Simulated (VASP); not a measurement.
# Si (I4/mmm) in VASP: further runs

Runs on Si. Level: r2SCAN. Tasks: single point.

Everything below comes from runs of VASP 6.6.1. Logs are shortened: lines on timing, memory, paths and dates and some standing lists are left out, and cuts for length are marked.

**1. The cell of the first run**

It takes space group I4/mmm (No. 139, tetragonal). The conventional cell has a = 6.555 Å, b = 6.555 Å, c = 3.959 Å, α = 90.00°, β = 90.00°, γ = 90.00°. Si (site symmetry m2m) has 4 Si at 2.34 to 2.38 Å within 3.1 Å.

**2. Single point, r2SCAN (strain -0.015 along x and y, +0.030 along z)**

The input, POSCAR:

```
Si
1.0
   -3.2774197096      3.2774197096      1.9795369371
    3.2774197096     -3.2774197096      1.9795369371
    3.2774197096      3.2774197096     -1.9795369371
Si
4
Direct
    0.1787531995      0.1787531995      0.3575063991
    0.8212468005      0.8212468005      0.6424936010
    0.1787531995      0.8212468005      0.0000000000
    0.8212468005      0.1787531995      0.0000000000
```

The input, INCAR.step1:

```
SYSTEM = Si
PREC = Accurate ; ENCUT = 520
ISMEAR = 0 ; SIGMA = 0.05
LREAL = .FALSE. ; LASPH = .TRUE.
NELM = 60 ; NBANDS = 16
GGA = PE ; ALGO = Normal
EDIFF = 1E-4 ; LWAVE = .TRUE.
LCHARG = .FALSE.
```

The input, INCAR.step2:

```
SYSTEM = Si
PREC = Accurate ; ENCUT = 520
EDIFF = 1E-6 ; ISMEAR = 0
SIGMA = 0.05 ; LREAL = .FALSE.
LASPH = .TRUE. ; NELM = 60
ALGO = Normal ; ISIF = 2
LWAVE = .FALSE. ; LCHARG = .FALSE.
METAGGA = R2SCAN ; LMIXTAU = .TRUE.
NBANDS = 16 ; ISTART = 1
```

The input, KPOINTS:

```
Automatic mesh
0
G
  10 10 10
  0 0 0
```

Potentials or basis: VASP PAW PBE potentials, release 64 (Si).

Started as:

```
> cat potpaw_PBE.64/Si/POTCAR > POTCAR
> cp INCAR.step1 INCAR
> mpirun -np 1 vasp_std > vasp.out
> cp INCAR.step2 INCAR
> mpirun -np 1 vasp_std > vasp.out
```

OUTCAR:

```text
SYSTEM = Si
   PREC = Accurate
   ENCUT = 520
   EDIFF = 1E-6
   ISMEAR = 0
   LREAL = .FALSE.
   LASPH = .TRUE.
   NELM = 60
   ISIF = 2
   METAGGA = R2SCAN
   ISTART = 1

 ion  position               nearest neighbor table
   1  0.179  0.179  0.358-   3 2.34   4 2.34   2 2.38   2 2.38
   2  0.821  0.821  0.642-   3 2.34   4 2.34   1 2.38   1 2.38
   3  0.179  0.821  0.000-   2 2.34   1 2.34   4 2.38   4 2.38
   4  0.821  0.179  0.000-   2 2.34   1 2.34   3 2.38   3 2.38

  LATTYP: Found a body centered tetragonal cell.
 ALAT       =     6.5548394192
 C/A-ratio  =     0.6039925040

  Lattice vectors:

 A1 = (  -3.2774197096,   3.2774197096,   1.9795369371)
 A2 = (   3.2774197096,  -3.2774197096,   1.9795369371)
 A3 = (   3.2774197096,   3.2774197096,  -1.9795369371)

Analysis of symmetry for initial positions (statically):
=====================================================================
 Subroutine PRICEL returns:
 Original cell was already a primitive cell.

 Routine SETGRP: Setting up the symmetry group for a
 body centered tetragonal supercell.

 Subroutine GETGRP returns: Found 16 space group operations
 (whereof 16 operations were pure point group operations)
 out of a pool of 16 trial point group operations.

The static configuration has the point symmetry D_4h.

Analysis of symmetry for dynamics (positions and initial velocities):
=====================================================================
 Subroutine PRICEL returns:
 Original cell was already a primitive cell.

 Routine SETGRP: Setting up the symmetry group for a
 body centered tetragonal supercell.

 Subroutine GETGRP returns: Found 16 space group operations
 (whereof 16 operations were pure point group operations)
 out of a pool of 16 trial point group operations.

The dynamic configuration has the point symmetry D_4h.

 Subroutine INISYM returns: Found 16 space group operations
 (whereof 16 operations are pure point group operations),
 and found     1 'primitive' translations

----------------------------------------------------------------------------------------

                                     Primitive cell

  volume of cell :      85.0526

  direct lattice vectors                    reciprocal lattice vectors
    -3.277419710  3.277419710  1.979536937     0.000000000  0.152559039  0.252584324
     3.277419710 -3.277419710  1.979536937     0.152559039  0.000000000  0.252584324
     3.277419710  3.277419710 -1.979536937     0.152559039  0.152559039  0.000000000

  length of vectors
     5.039992698  5.039992698  5.039992698     0.295081516  0.295081516  0.215751061

  position of ions in fractional coordinates (direct lattice)
     0.178753200  0.178753200  0.357506399
     0.821246800  0.821246800  0.642493601
     0.178753200  0.821246800  0.000000000
     0.821246800  0.178753200  0.000000000

  ion indices of the primitive-cell ions
   primitive index   ion index
                 1           1
                 2           2
                 3           3
                 4           4

----------------------------------------------------------------------------------------

 KPOINTS: Automatic mesh

Automatic generation of k-mesh.
 Grid dimensions read from file:
 generate k-points for:   10   10   10

 Generating k-lattice:

  Cartesian coordinates                     Fractional coordinates (reciprocal lattice)
     0.000000000  0.015255904  0.025258432     0.100000000  0.000000000  0.000000000
     0.015255904  0.000000000  0.025258432     0.000000000  0.100000000  0.000000000
     0.015255904  0.015255904  0.000000000     0.000000000  0.000000000  0.100000000

  Length of vectors
     0.029508152  0.029508152  0.021575106

  Shift w.r.t. Gamma in fractional coordinates (k-lattice)
     0.000000000  0.000000000  0.000000000

 Subroutine IBZKPT returns following result:
 ===========================================

 Found    102 irreducible k-points:

 Following reciprocal coordinates:
            Coordinates               Weight
  0.000000  0.000000  0.000000      1.000000
  0.100000 -0.000000  0.000000      8.000000
  0.200000 -0.000000  0.000000      8.000000
  0.300000  0.000000  0.000000      8.000000
  0.400000  0.000000  0.000000      8.000000
  0.500000 -0.000000  0.000000      4.000000
[... 16 lines left out ...]
  0.300000  0.300000  0.000000      8.000000
  0.400000  0.300000  0.000000     16.000000
 [... further k-points ...]
   k-points           NKPTS =    102   k-points in BZ     NKDIM =    102   number of bands    NBANDS=     16
   number of dos      NEDOS =    301   number of ions     NIONS =      4
   total plane-waves  NPLWV =  64000
   dimension x,y,z NGX =    40 NGY =   40 NGZ =   40
   dimension x,y,z NGXF=    80 NGYF=   80 NGZF=   80
   ions per type =               4
   NGX,Y,Z   is equivalent  to a cutoff of  13.19, 13.19, 13.19 a.u.
   NGXF,Y,Z  is equivalent  to a cutoff of  26.39, 26.39, 26.39 a.u.
 SYSTEM =  Si
   PREC   = accura    normal or accurate (medium, high low for compatibility)
   ISTART =      1    job   : 0-new  1-cont  2-samecut
   ICHARG =      0    charge: 1-file 2-atom 10-const
   ISPIN  =      1    spin polarized calculation?
   LNONCOLLINEAR =      F non collinear calculations
   LSORBIT =      F    spin-orbit coupling
   LASPH  =      T    aspherical Exc in radial PAW
   ENCUT  =  520.0 eV  38.22 Ry    6.18 a.u.   9.37  9.37  9.37*2*pi/ulx,y,z
   NELM   =     60;   NELMIN=  2; NELMDL=  0     # of ELM steps
   EDIFF  = 0.1E-05   stopping-criterion for ELM
   LREAL  =      F    real-space projection
[... 7 lines left out ...]
   TEBEG  =    0.0;   TEEND  =   0.0 temperature during run
   PSTRESS=    0.0 pullay stress
   NELECT =      16.0000    total number of electrons
   NUPDOWN=      -1.0000    fix difference up-down
   EMIN   =  10.00;   EMAX   =-10.00  energy-range for DOS
   EFERMI =   0.00;   METHOD = LEGACY
   ISMEAR =     0;   SIGMA  =   0.05  broadening in eV -4-tet -1-fermi 0-gaus
   EFERMI_NEDOS =   21; number of points for ismear=-14 and -15
   IALGO  =     38    algorithm
   IMIX   =      4    mixing-type and parameters
     AMIX     =   0.40;   BMIX     =  1.00
     AMIX_MAG =   1.60;   BMIX_MAG =  1.00
  volume/ion in A,a.u.               =      21.26       143.49
  Fermi-wavevector in a.u.,A,eV,Ry     =   0.938035  1.772629 11.971891  0.879909
  Thomas-Fermi vector in A             =   2.065206
   LORBIT       =      0    0 simple, 1 ext, 2 COOP (PROOUT), +10 PAW based schemes
   METAGGA = R2SCAN    functional components
   LHFCALC =     F    Hartree Fock is set to
   AEXX    =    0.0000 exact exchange contribution
   IVDW    =     0    specifies the selected vdW correction
   LEPSILON=     F    determine dielectric tensor
   LRPA    =     F    only Hartree local field effects (RPA)
 non-spin polarized calculation
 Gauss-broadening in eV      SIGMA  =   0.05
  energy-cutoff  :      520.00
  volume of cell :       85.05
 maximum number of plane-waves:      2319
 NGX is ok and might be reduce to    40
   NGX = 19   NGY = 19   NGZ = 19

 number of electron      16.0000000 magnetization

 Free energy of the ion-electron system (eV)
  ---------------------------------------------------
  ext. energy  EPLUGINS =         0.00000000
  ---------------------------------------------------
  free energy    TOTEN  =       -34.56327737 eV

  energy without entropy =      -34.56321795  energy(sigma->0) =      -34.56324766

 E-fermi :   5.4827     XC(G=0):  -9.5355

 val. band max:        5.4457692051   @ k =   0.5000   0.5000   0.5000
 cond. band min:       5.5022463214   @ k =   0.5000   0.5000   0.5000
 fundamental gap:      0.0564771163
 Fermi energy:         5.4827127460

 k-point     1 :       0.0000    0.0000    0.0000
  band No.  band energies     occupation
      1      -7.2756      2.00000
      2      -2.4525      2.00000
      3      -0.4265      2.00000
      4      -0.4265      2.00000
      5       1.3977      2.00000
      6       3.5998      2.00000
[... 8 lines left out ...]
     15      10.7630      0.00000
     16      12.8582      0.00000

 k-point     2 :       0.1000   -0.0000    0.0000
  band No.  band energies     occupation
      1      -7.1656      2.00000
      2      -2.5122      2.00000
      3      -0.6052      2.00000
      4      -0.2501      2.00000
      5       1.4912      2.00000
      6       3.0324      2.00000
[... 8 lines left out ...]
     15      10.4701      0.00000
     16      13.3452      0.00000

 k-point     3 :       0.2000   -0.0000    0.0000
  band No.  band energies     occupation
      1      -6.8420      2.00000
      2      -2.5982      2.00000
      3      -1.1024      2.00000
      4       0.0115      2.00000
      5       1.6177      2.00000
      6       2.0586      2.00000
[... 8 lines left out ...]
     15      11.1296      0.00000
     16      12.8974      0.00000

 k-point     4 :       0.3000    0.0000    0.0000
  band No.  band energies     occupation
      1      -6.3319      2.00000
      2      -2.5987      2.00000
      3      -1.8852      2.00000
      4      -0.1793      2.00000
      5       1.2466      2.00000
      6       1.7637      2.00000
[... 8 lines left out ...]
     15      11.9545      0.00000
     16      12.0425      0.00000
[... 324 lines left out ...]
 k-point    22 :      -0.2000    0.2000    0.0000
  band No.  band energies     occupation
      1      -7.0397      2.00000
      2      -3.4082      2.00000
      3      -0.2872      2.00000
      4      -0.2492      2.00000
      5       2.4641      2.00000
      6       3.3429      2.00000
[... 8 lines left out ...]
     15      11.2658      0.00000
     16      13.6985      0.00000

 k-point    23 :       0.3000    0.3000    0.0000
  band No.  band energies     occupation
      1      -5.2565      2.00000
      2      -3.5893      2.00000
      3      -2.7839      2.00000
      4      -0.4961      2.00000
      5       0.7705      2.00000
      6       2.3575      2.00000
[... 8 lines left out ...]
     15      12.5747      0.00000
     16      13.0878      0.00000

 k-point    24 :       0.4000    0.3000    0.0000
  band No.  band energies     occupation
      1      -5.5832      2.00000
      2      -4.1650      2.00000
      3      -2.1168      2.00000
      4       0.0849      2.00000
      5       1.0257      2.00000
      6       2.2648      2.00000
[... 8 lines left out ...]
     15      11.8672      0.00000
     16      12.1979      0.00000

 [... further k-points ...]

------------------------ aborting loop because EDIFF is reached ----------------------------------------

  FORCE on cell =-STRESS in cart. coord.  units (eV):
  Direction    XX          YY          ZZ          XY          YZ          ZX
  --------------------------------------------------------------------------------------
  -------------------------------------------------------------------------------------
  Total        1.4368851      1.4368851     -3.0208580      0.0000000      0.0000000      0.0000000
  in kB       27.0672980     27.0672980    -56.9053600      0.0000000      0.0000000      0.0000000
  external PRESSURE =      -0.9235880 kB  Pullay stress =       0.0000000 kB

 VOLUME and BASIS-vectors are now :
 -----------------------------------------------------------------------------
  energy-cutoff  :      520.00
  volume of cell :       85.05
      direct lattice vectors                 reciprocal lattice vectors
    -3.277419710  3.277419710  1.979536937     0.000000000  0.152559039  0.252584324
     3.277419710 -3.277419710  1.979536937     0.152559039  0.000000000  0.252584324
     3.277419710  3.277419710 -1.979536937     0.152559039  0.152559039  0.000000000

 POSITION                                       TOTAL-FORCE (eV/Angst)
 -----------------------------------------------------------------------------------
      1.17170      1.17170     -0.00000         0.357986      0.357986     -0.000000
      2.10572      2.10572      1.97954        -0.357986     -0.357986      0.000000
      2.10572     -2.10572      1.97954        -0.357986      0.357986     -0.000000
     -2.10572      2.10572      1.97954         0.357986     -0.357986     -0.000000
 -----------------------------------------------------------------------------------
    total drift:                               -0.000000     -0.000000      0.000000

  FREE ENERGIE OF THE ION-ELECTRON SYSTEM (eV)
  ---------------------------------------------------
  free  energy   TOTEN  =       -34.5632773658 eV

  energy  without entropy=      -34.5632179483  energy(sigma->0) =      -34.56324766
```

Run time: 11 min. Hardware: 1 thread of Intel Xeon 8259CL, shared host; peak memory 0.31 GiB.

What came out:

- Free energy: -34.5633 eV
- Pressure: -0.1 GPa
- Largest force: 0.506 eV/Å
- Band gap on the k mesh: 0.06 eV

Forces on the atoms (eV/Å):
```
Si   0.358  0.358  0.000
Si  -0.358 -0.358  0.000
Si  -0.358  0.358  0.000
Si   0.358 -0.358  0.000
```

Stress tensor (GPa, compression positive):
```
 2.71  0.00  0.00
 0.00  2.71  0.00
 0.00  0.00 -5.69
```

Caveat: the cell differs from its parent crystal (strain -0.015 along x and y, +0.030 along z); the stress differs along the axes, from -6 to 3 GPa; semilocal functionals underestimate gaps, and a narrow one can read as zero; the PAW data sets were made with another functional, which shifts forces and pressure a little. A k mesh can miss the band edges.

[end of part 1 of 3]
